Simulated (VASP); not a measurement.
Runs of VASP 6.6.1 on CoSi2. It takes space group Fm-3m (No. 225, cubic). The conventional cell has a = 5.356 Å, b = 5.356 Å, c = 5.356 Å, α = 90.00°, β = 90.00°, γ = 90.00°. Within 3.1 Å of Co (site symmetry m-3m) lie 8 Si at 2.32 Å. Within 3.1 Å of Si (site symmetry -43m) lie 4 Co at 2.32 Å and 6 Si at 2.68 Å. 

```csv
spin,fixed moment (μB),pressure (GPa),moment (μB)
"collinear, zero start",0.0,-8.3,0.00
"collinear, ferromagnetic start",1.2,-2.1,1.20
"collinear, ferromagnetic start",0.6,-6.9,0.60
"collinear, ferromagnetic start",2.4,(a),2.40
"collinear, ferromagnetic start",3.0,(b),3.00
```

Alike in all rows: task single point; level PBEsol+D3(BJ); potentials or basis VASP PAW PBE potentials, release 64 (Co, Si); cell as given; k mesh 9 × 9 × 9; cutoff (eV) 520; smearing fermi-dirac 0.3 eV.

**Question.** Estimate the missing entries.

**Answer.** (a) 10.4; (b) 16.6.

Caveats: three body term missing; the PAW data sets were made with another functional, which shifts forces and pressure a little; the total moment is fixed, so each spin has its own Fermi level; the cell stands under tension (at least some runs); the cell stands under pressure (at least some runs).
